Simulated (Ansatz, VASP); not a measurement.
## AgCl: VASP beside Ansatz

The input INCAR:

```
PREC     = Accurate       # precision mode
ENCUT    = 520            # plane-wave cutoff, eV
EDIFF    = 1E-6           # SCF threshold, eV
ISMEAR   = -1             # smearing method
SIGMA    = 0.05           # smearing width, eV
LREAL    = False          # projectors in reciprocal space
LASPH    = True           # aspherical terms in the spheres
NELM     = 60             # most SCF steps
ALGO     = Normal         # electronic algorithm
ISIF     = 2              # what is computed and relaxed
LWAVE    = False          # write WAVECAR
LCHARG   = False          # write CHGCAR
GGA      = PS             # functional
NBANDS   = 16             # bands
```

KPOINTS

```
Automatic mesh
0
Gamma
  6 6 6
```

File POSCAR:

```
AgCl
1.0
    0.0000000000      2.7350000000      2.7350000000
    2.7350000000      0.0000000000      2.7350000000
    2.7350000000      2.7350000000      0.0000000000
Ag Cl
1 1
Direct
    0.0000000000      0.0000000000      0.0000000000
    0.5000000000      0.5000000000      0.5000000000
```

File input.yaml:

```yaml
crystal:
  lattice:
    - [0.0, 2.735, 2.735]
    - [2.735, 0.0, 2.735]
    - [2.735, 2.735, 0.0]
  atoms:
    - { symbol: Ag, position: [0.0, 0.0, 0.0] }
    - { symbol: Cl, position: [0.5, 0.5, 0.5] }
kpoints:
  mp_grid: { grid: [6, 6, 6] }
  band_path:
    path:
      - [0.0, 0.0, 0.0]
      - [0.5, 0.0, 0.5]
      - [0.5, 0.25, 0.75]
      - [0.375, 0.375, 0.75]
      - [0.0, 0.0, 0.0]
      - [0.5, 0.5, 0.5]
      - [0.625, 0.25, 0.625]
      - [0.5, 0.25, 0.75]
    npoints: 8
scf:
  occupations: { method: fermi_dirac, width: 0.05 }
hamiltonian:
  xc: pbesol
  pseudopotentials: { kind: all_electron, lapw: { basis_error: 0.001 } }
output:
  forces: true
  stress: true
  eigenvalues: true
```

Alike in both runs: functional PBEsol; k mesh 6 × 6 × 6; occupations fermi-dirac, width 0.05 eV; no spin polarisation.

|  | VASP | Ansatz |
| --- | --- | --- |
| version | VASP 6.6.1 | Ansatz 0.2.0 |
| potentials or method | VASP PAW PBE potentials, release 64 (Ag, Cl), cutoff 520 eV | all-electron LAPW, scalar-relativistic |
| task | single point | band structure |

```csv
,VASP,Ansatz,Ansatz less VASP
gap on the k mesh at the Fermi level (eV),0.72,0.73,+0.005
least direct gap on the mesh (eV),3.23,3.23,0.000
pressure (GPa),-0.8,-0.7,+0.11
```

VASP's potentials were made for PBE, not for PBEsol. Ansatz ran all-electron here, and VASP with PAW potentials.
